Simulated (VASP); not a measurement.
# BN in VASP: further runs

Runs on BN. Level: PBE. Tasks: single point.

Program: VASP 6.6.1. These are calculated values, not measurements. Logs are shortened: lines on timing, memory, paths and dates and some standing lists are left out, and cuts for length are marked.

**1. The cell of the first run**

The typed cell holds 4 atoms: a = 2.361 Å, b = 2.503 Å, c = 8.483 Å, α = 90.00°, β = 90.00°, γ = 118.13°.

**2. Single point, PBE (uniaxial strain along a: -6.0 %, then relaxed in part)**

Input file INCAR:

```
ALGO = Normal ; EDIFF = 1E-7
ENCUT = 520 ; GGA = PE
ISIF = 2 ; ISMEAR = 0
LASPH = True ; LCHARG = False
LREAL = False ; LWAVE = False
NBANDS = 16 ; NELM = 80
PREC = Accurate ; SIGMA = 0.02
```

Input file KPOINTS:

```
k-points
0
Gamma
  12 12 4
```

Input file POSCAR:

```
BN
1.0
    2.3614502595      0.0003756269      0.0000000000
   -1.1803738723      2.2067456781      0.0000000000
    0.0000000000      0.0000000000      8.4827069902
B N
2 2
Direct
    0.3248402652      0.6494087817      0.2500000000
    0.6751597348      0.3505912183      0.7500000000
    0.3475921547      0.6955577261      0.7500000000
    0.6524078453      0.3044422739      0.2500000000
```

Potentials or basis: VASP PAW PBE potentials, release 64 (B, N).

The run is started by

```console
cat potpaw_PBE.64/B/POTCAR potpaw_PBE.64/N/POTCAR > POTCAR
mpirun -np 1 vasp_std > vasp.out
```

OUTCAR:

```text
EDIFF = 1E-7
   ENCUT = 520
   GGA = PE
   ISIF = 2
   ISMEAR = 0
   LASPH = True
   LREAL = False
   NELM = 80
   PREC = Accurate

 ion  position               nearest neighbor table
   1  0.325  0.649  0.250-   4 1.40   4 1.40   4 1.45
   2  0.675  0.351  0.750-   3 1.40   3 1.40   3 1.45
   3  0.348  0.696  0.750-   2 1.40   2 1.40   2 1.45
   4  0.652  0.304  0.250-   1 1.40   1 1.40   1 1.45

  LATTYP: Found a simple monoclinic cell.
 ALAT       =     2.3614502894
 B/A-ratio  =     3.5921598809
 C/A-ratio  =     1.0597726541
 COS(beta)  =    -0.4715186729

  Lattice vectors:

 A1 = (   2.3614502595,   0.0003756269,   0.0000000000)
 A2 = (   0.0000000000,   0.0000000000,  -8.4827069902)
 A3 = (  -1.1803738723,   2.2067456781,   0.0000000000)

Analysis of symmetry for initial positions (statically):
=====================================================================
 Subroutine PRICEL returns:
 Original cell was already a primitive cell.

 Routine SETGRP: Setting up the symmetry group for a
 simple monoclinic supercell.

 Subroutine GETGRP returns: Found  4 space group operations
 (whereof  2 operations were pure point group operations)
 out of a pool of  4 trial point group operations.

The static configuration has the point symmetry S_2 .
 The point group associated with its full space group is C_2h.

Analysis of symmetry for dynamics (positions and initial velocities):
=====================================================================
 Subroutine PRICEL returns:
 Original cell was already a primitive cell.

 Routine SETGRP: Setting up the symmetry group for a
 simple monoclinic supercell.

 Subroutine GETGRP returns: Found  4 space group operations
 (whereof  2 operations were pure point group operations)
 out of a pool of  4 trial point group operations.

The dynamic configuration has the point symmetry S_2 .
 The point group associated with its full space group is C_2h.

 Subroutine INISYM returns: Found  4 space group operations
 (whereof  2 operations are pure point group operations),
 and found     1 'primitive' translations

----------------------------------------------------------------------------------------

                                     Primitive cell

  volume of cell :      44.2082

  direct lattice vectors                    reciprocal lattice vectors
     2.361450260  0.000375627  0.000000000     0.423432558  0.226491314  0.000000000
    -1.180373872  2.206745678  0.000000000    -0.000072076  0.453117427  0.000000000
     0.000000000  0.000000000  8.482706990     0.000000000  0.000000000  0.117886896

  length of vectors
     2.361450289  2.502600441  8.482706990     0.480201464  0.453117433  0.117886896

  position of ions in fractional coordinates (direct lattice)
     0.324840265  0.649408782  0.250000000
     0.675159735  0.350591218  0.750000000
     0.347592155  0.695557726  0.750000000
     0.652407845  0.304442274  0.250000000

  ion indices of the primitive-cell ions
   primitive index   ion index
                 1           1
                 2           2
                 3           3
                 4           4

----------------------------------------------------------------------------------------

 KPOINTS: k-points

Automatic generation of k-mesh.
 Grid dimensions read from file:
 generate k-points for:   12   12    4

 Generating k-lattice:

  Cartesian coordinates                     Fractional coordinates (reciprocal lattice)
     0.035286046  0.018874276  0.000000000     0.083333333 -0.000000000  0.000000000
    -0.000006006  0.037759786  0.000000000     0.000000000  0.083333333  0.000000000
     0.000000000  0.000000000  0.029471724     0.000000000  0.000000000  0.250000000

  Length of vectors
     0.040016789  0.037759786  0.029471724

  Shift w.r.t. Gamma in fractional coordinates (k-lattice)
     0.000000000  0.000000000  0.000000000

 Subroutine IBZKPT returns following result:
 ===========================================

 Found    222 irreducible k-points:

 Following reciprocal coordinates:
            Coordinates               Weight
  0.000000  0.000000  0.000000      1.000000
  0.083333  0.000000  0.000000      2.000000
  0.166667  0.000000  0.000000      2.000000
  0.250000  0.000000  0.000000      2.000000
  0.333333  0.000000  0.000000      2.000000
  0.416667  0.000000  0.000000      2.000000
[... 16 lines left out ...]
  0.250000  0.166667  0.000000      2.000000
  0.333333  0.166667  0.000000      2.000000
 [... further k-points ...]
   k-points           NKPTS =    222   k-points in BZ     NKDIM =    222   number of bands    NBANDS=     16
   number of dos      NEDOS =    301   number of ions     NIONS =      4
   total plane-waves  NPLWV =  23040
   dimension x,y,z NGX =    18 NGY =   20 NGZ =   64
   dimension x,y,z NGXF=    36 NGYF=   40 NGZF=  128
   ions per type =               2   2
   NGX,Y,Z   is equivalent  to a cutoff of  12.67, 13.29, 12.54 a.u.
   NGXF,Y,Z  is equivalent  to a cutoff of  25.34, 26.57, 25.09 a.u.
 SYSTEM =  unknown system
   PREC   = accura    normal or accurate (medium, high low for compatibility)
   ISTART =      0    job   : 0-new  1-cont  2-samecut
   ICHARG =      2    charge: 1-file 2-atom 10-const
   ISPIN  =      1    spin polarized calculation?
   LNONCOLLINEAR =      F non collinear calculations
   LSORBIT =      F    spin-orbit coupling
   LASPH  =      T    aspherical Exc in radial PAW
   ENCUT  =  520.0 eV  38.22 Ry    6.18 a.u.   4.39  4.65 15.77*2*pi/ulx,y,z
   NELM   =     80;   NELMIN=  2; NELMDL= -5     # of ELM steps
   EDIFF  = 0.1E-06   stopping-criterion for ELM
   LREAL  =      F    real-space projection
   EDIFFG = 0.1E-05   stopping-criterion for IOM
   NSW    =      0    number of steps for IOM
   IBRION =     -1    ionic relax: 0-MD 1-quasi-New 2-CG
   NFREE  =      0    steps in history (QN), initial steepest desc. (CG)
   ISIF   =      2    stress and relaxation
   ISYM   =      2    0-nonsym 1-usesym 2-fastsym
   POTIM  = 0.5000    time-step for ionic-motion
   TEBEG  =    0.0;   TEEND  =   0.0 temperature during run
   PSTRESS=    0.0 pullay stress
   NELECT =      16.0000    total number of electrons
   NUPDOWN=      -1.0000    fix difference up-down
   EMIN   =  10.00;   EMAX   =-10.00  energy-range for DOS
   EFERMI =   0.00;   METHOD = LEGACY
   ISMEAR =     0;   SIGMA  =   0.02  broadening in eV -4-tet -1-fermi 0-gaus
   EFERMI_NEDOS =   21; number of points for ismear=-14 and -15
   IALGO  =     38    algorithm
   IMIX   =      4    mixing-type and parameters
     AMIX     =   0.40;   BMIX     =  1.00
     AMIX_MAG =   1.60;   BMIX_MAG =  1.00
  volume/ion in A,a.u.               =      11.05        74.58
  Fermi-wavevector in a.u.,A,eV,Ry     =   1.166668  2.204683 18.519087  1.361114
  Thomas-Fermi vector in A             =   2.303178
   LORBIT       =      0    0 simple, 1 ext, 2 COOP (PROOUT), +10 PAW based schemes
   GGA     = PE    functional components
   LHFCALC =     F    Hartree Fock is set to
   AEXX    =    0.0000 exact exchange contribution
   IVDW    =     0    specifies the selected vdW correction
   LEPSILON=     F    determine dielectric tensor
   LRPA    =     F    only Hartree local field effects (RPA)
 non-spin polarized calculation
 Gauss-broadening in eV      SIGMA  =   0.02
  energy-cutoff  :      520.00
  volume of cell :       44.21
 maximum number of plane-waves:      1211
 NGX is ok and might be reduce to    18
   NGX =  9   NGY =  9   NGZ = 31

 number of electron      15.9999995 magnetization

 Free energy of the ion-electron system (eV)
  ---------------------------------------------------
  ext. energy  EPLUGINS =         0.00000000
  ---------------------------------------------------
  free energy    TOTEN  =       -34.83079786 eV

  energy without entropy =      -34.83079786  energy(sigma->0) =      -34.83079786

 E-fermi :   0.9584     XC(G=0):  -8.5990

 val. band max:        0.7767146645   @ k =   0.3333   0.3333   0.0000
 cond. band min:       5.0487180941   @ k =   0.0000   0.0000   0.0000
 fundamental gap:      4.2720034296
 Fermi energy:         0.9584452912

 k-point     1 :       0.0000    0.0000    0.0000
  band No.  band energies     occupation
      1     -17.2953      2.00000
      2     -17.2619      2.00000
      3      -5.0580      2.00000
      4      -4.5377      2.00000
      5      -1.0571      2.00000
      6      -1.0539      2.00000
[... 8 lines left out ...]
     15      13.3907      0.00000
     16      13.6615      0.00000

 k-point     2 :       0.0833    0.0000    0.0000
  band No.  band energies     occupation
      1     -17.1477      2.00000
      2     -17.1151      2.00000
      3      -4.8580      2.00000
      4      -4.3441      2.00000
      5      -1.3626      2.00000
      6      -1.3595      2.00000
[... 8 lines left out ...]
     15      13.5425      0.00000
     16      13.6374      0.00000

 k-point     3 :       0.1667    0.0000    0.0000
  band No.  band energies     occupation
      1     -16.7120      2.00000
      2     -16.6815      2.00000
      3      -4.2660      2.00000
      4      -3.7724      2.00000
      5      -2.3231      2.00000
      6      -2.3178      2.00000
[... 8 lines left out ...]
     15      14.0174      0.00000
     16      14.8093      0.00000

 k-point     4 :       0.2500    0.0000    0.0000
  band No.  band energies     occupation
      1     -16.0146      2.00000
      2     -15.9875      2.00000
      3      -4.0750      2.00000
      4      -4.0710      2.00000
      5      -3.3118      2.00000
      6      -2.8556      2.00000
[... 8 lines left out ...]
     15      14.1111      0.00000
     16      16.8325      0.00000

 k-point     5 :       0.3333    0.0000    0.0000
  band No.  band energies     occupation
      1     -15.1232      2.00000
      2     -15.1012      2.00000
      3      -5.9824      2.00000
      4      -5.9784      2.00000
      5      -3.2761      2.00000
      6      -3.2719      2.00000
[... 8 lines left out ...]
     15      15.4093      0.00000
     16      18.6316      0.00000

 k-point     6 :       0.4167    0.0000    0.0000
  band No.  band energies     occupation
      1     -14.2233      2.00000
      2     -14.2089      2.00000
      3      -7.5605      2.00000
      4      -7.5541      2.00000
      5      -3.7242      2.00000
      6      -3.7198      2.00000
[... 8 lines left out ...]
     15      15.8214      0.00000
     16      17.4085      0.00000

 k-point     7 :       0.5000    0.0000    0.0000
  band No.  band energies     occupation
      1     -13.7825      2.00000
      2     -13.7762      2.00000
      3      -8.2342      2.00000
      4      -8.2275      2.00000
      5      -3.8784      2.00000
      6      -3.8740      2.00000
[... 8 lines left out ...]
     15      15.2192      0.00000
     16      16.2679      0.00000

 k-point     8 :       0.0000    0.0833    0.0000
  band No.  band energies     occupation
      1     -17.1682      2.00000
      2     -17.1356      2.00000
      3      -4.8803      2.00000
      4      -4.3660      2.00000
      5      -1.6521      2.00000
      6      -1.6480      2.00000
[... 8 lines left out ...]
     15      13.9345      0.00000
     16      13.9430      0.00000

 k-point     9 :       0.0833    0.0833    0.0000
  band No.  band energies     occupation
      1     -16.8969      2.00000
      2     -16.8657      2.00000
      3      -4.5062      2.00000
      4      -4.0046      2.00000
      5      -2.4076      2.00000
      6      -2.4018      2.00000
[... 8 lines left out ...]
     15      14.2028      0.00000
     16      14.7475      0.00000
[... 172 lines left out ...]
 k-point    19 :      -0.0833    0.0833    0.0000
  band No.  band energies     occupation
      1     -17.1476      2.00000
      2     -17.1150      2.00000
      3      -4.8578      2.00000
      4      -4.3440      2.00000
      5      -1.3626      2.00000
      6      -1.3595      2.00000
[... 8 lines left out ...]
     15      13.5416      0.00000
     16      13.6345      0.00000

 k-point    20 :       0.0000    0.1667    0.0000
  band No.  band energies     occupation
      1     -16.7947      2.00000
      2     -16.7639      2.00000
      3      -4.3548      2.00000
      4      -3.8590      2.00000
      5      -3.1160      2.00000
      6      -3.1105      2.00000
[... 8 lines left out ...]
     15      13.7177      0.00000
     16      15.4546      0.00000

 k-point    21 :       0.0833    0.1667    0.0000
  band No.  band energies     occupation
      1     -16.4114      2.00000
      2     -16.3828      2.00000
      3      -4.0242      2.00000
      4      -4.0191      2.00000
      5      -3.8188      2.00000
      6      -3.3435      2.00000
[... 8 lines left out ...]
     15      13.5959      0.00000
     16      16.0579      0.00000

 k-point    22 :       0.1667    0.1667    0.0000
  band No.  band energies     occupation
      1     -15.7723      2.00000
      2     -15.7472      2.00000
      3      -4.9624      2.00000
      4      -4.9571      2.00000
      5      -2.9267      2.00000
      6      -2.9237      2.00000
[... 8 lines left out ...]
     15      14.5532      0.00000
     16      17.1000      0.00000

 k-point    23 :       0.2500    0.1667    0.0000
  band No.  band energies     occupation
      1     -14.9405      2.00000
      2     -14.9202      2.00000
      3      -6.0091      2.00000
      4      -6.0034      2.00000
      5      -4.2800      2.00000
      6      -4.2746      2.00000
[... 8 lines left out ...]
     15      15.8046      0.00000
     16      17.7086      0.00000

 k-point    24 :       0.3333    0.1667    0.0000
  band No.  band energies     occupation
      1     -14.0766      2.00000
      2     -14.0630      2.00000
      3      -7.2161      2.00000
      4      -7.2087      2.00000
      5      -4.9833      2.00000
      6      -4.9790      2.00000
[... 8 lines left out ...]
     15      16.4258      0.00000
     16      16.4508      0.00000

 [... further k-points ...]
[... 5 lines left out ...]
  --------------------------------------------------------------------------------------
  -------------------------------------------------------------------------------------
  Total       12.3097072      0.0040972     -0.0351063     -0.0234074      0.0000000      0.0000000
  in kB      446.1242206      0.1484878     -1.2723111     -0.8483239      0.0000000      0.0000000
  external PRESSURE =     148.3334658 kB  Pullay stress =       0.0000000 kB

 VOLUME and BASIS-vectors are now :
 -----------------------------------------------------------------------------
  energy-cutoff  :      520.00
  volume of cell :       44.21
      direct lattice vectors                 reciprocal lattice vectors
     2.361450260  0.000375627  0.000000000     0.423432558  0.226491314  0.000000000
    -1.180373872  2.206745678  0.000000000    -0.000072076  0.453117427  0.000000000
     0.000000000  0.000000000  8.482706990     0.000000000  0.000000000  0.117886896

 POSITION                                       TOTAL-FORCE (eV/Angst)
 -----------------------------------------------------------------------------------
      0.00055      1.43320      2.12068        -0.000570      0.004494     -0.000000
      1.18053      0.77392      6.36203         0.000570     -0.004494      0.000000
     -0.00020      1.53505      6.36203        -0.000718      0.004368      0.000000
      1.18127      0.67207      2.12068         0.000718     -0.004368      0.000000
 -----------------------------------------------------------------------------------
    total drift:                                0.000000      0.000000     -0.000000

  FREE ENERGIE OF THE ION-ELECTRON SYSTEM (eV)
  ---------------------------------------------------
  free  energy   TOTEN  =       -34.8307978632 eV

  energy  without entropy=      -34.8307978632  energy(sigma->0) =      -34.83079786
```

Run time: 4.2 min. Hardware: 1 thread of Intel Xeon 8259CL, shared host; peak memory 0.25 GiB.

What came out:

* Free energy: -34.8308 eV
* Pressure: 14.8 GPa
* Largest force: 0.005 eV/Å
* Band gap on the k mesh: 4.27 eV (least direct gap 4.84 eV)

Forces in eV/Å, atoms in the order of the input:
```
B   -0.001  0.004  0.000
B    0.001 -0.004  0.000
N   -0.001  0.004  0.000
N    0.001 -0.004  0.000
```

Stress tensor (GPa, compression positive):
```
44.61 -0.08  0.00
-0.08  0.01  0.00
 0.00  0.00 -0.13
```

Caveat: the cell differs from its parent crystal (uniaxial strain along a: -6.0 %, then relaxed in part); the stress differs along the axes, from -0 to 45 GPa; this functional lacks dispersion, which binds layers or chains, so the pressure and a relaxed spacing across them are unreliable. A k mesh can miss the band edges.

(Part 1 of 3 ends here.)
